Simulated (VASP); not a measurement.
Set up this calculation in VASP 6.6.1, as the native input.

* Task: single point
* Functional: HSE06
* Potentials or basis: VASP PAW PBE potentials, release 64 (B, As)
* Cutoff: 520 eV
* k mesh: 6 × 6 × 6
* Occupations: gaussian, width 0.01 eV
* Spin: no spin polarisation
* Dipole correction: no
* Grid for exact exchange (PRECFOCK): Normal
* Further INCAR settings: ALGO = Normal; EDIFF = 1e-07; NBANDS = 11
* Share of exact exchange: 0.25
* Screening parameter: 0.2079 1/Å

The system is BAs.

```
B As
1.0
     0.00000    2.46362    2.35865
     2.46362    0.00000    2.35865
     2.46362    2.46362    0.00000
B As
1 1
Cartesian
  0.0000 0.0000 0.0000
  1.2318 1.2318 1.1793
```

This cell differs from its parent crystal: epitaxial xy strain +3.0%.

These files were run (other wordings do the same):

POSCAR

```
BAs
1.0
    0.0000000000      2.4636236322      2.3586458026
    2.4636236322      0.0000000000      2.3586458026
    2.4636236322      2.4636236322      0.0000000000
B As
1 1
Direct
    0.0000000000      0.0000000000      0.0000000000
    0.2500000000      0.2500000000      0.2500000000
```

INCAR.step1

```
SYSTEM = BAs
ALGO = Normal ; EDIFF = 1E-5
ENCUT = 520 ; GGA = PE
ISIF = 2 ; ISMEAR = 0
LASPH = .True. ; LCHARG = .False.
LREAL = .False. ; LWAVE = .True.
NBANDS = 11 ; NELM = 60
PREC = Accurate ; SIGMA = 0.01
```

INCAR.step2

```
SYSTEM = BAs
ALGO = Normal ; EDIFF = 1E-7
ENCUT = 520 ; GGA = PE
HFSCREEN = 0.2079 ; ISIF = 2
ISMEAR = 0 ; ISTART = 1
LASPH = .True. ; LCHARG = .False.
LHFCALC = .True. ; LREAL = .False.
LWAVE = .False. ; NBANDS = 11
NELM = 60 ; PREC = Accurate
PRECFOCK = Normal ; SIGMA = 0.01
```

KPOINTS

```
k-points
0
Gamma
  6 6 6
  0 0 0
```

Potentials or basis: VASP PAW PBE potentials, release 64 (B, As).

Command:

```console
$ cat potpaw_PBE.64/B/POTCAR potpaw_PBE.64/As/POTCAR > POTCAR
$ cp INCAR.step1 INCAR
$ mpirun -np 1 vasp_std > vasp.out
$ cp INCAR.step2 INCAR
$ mpirun -np 1 vasp_std > vasp.out
```

It gave:

```
Pressure               : -7.1 GPa
Band gap on the k mesh : 1.34 eV (least direct gap 3.60 eV)
```

Caveat: the cell differs from its parent crystal (epitaxial xy strain +3.0%); the cell stands under tension; the PAW data sets were made with another functional, which shifts forces and pressure a little.

It took 7.8 min on 1 thread of Intel(R) Xeon(R) 6975P-C (Granite Rapids), with other jobs on the host, peak memory 0.27 GiB.
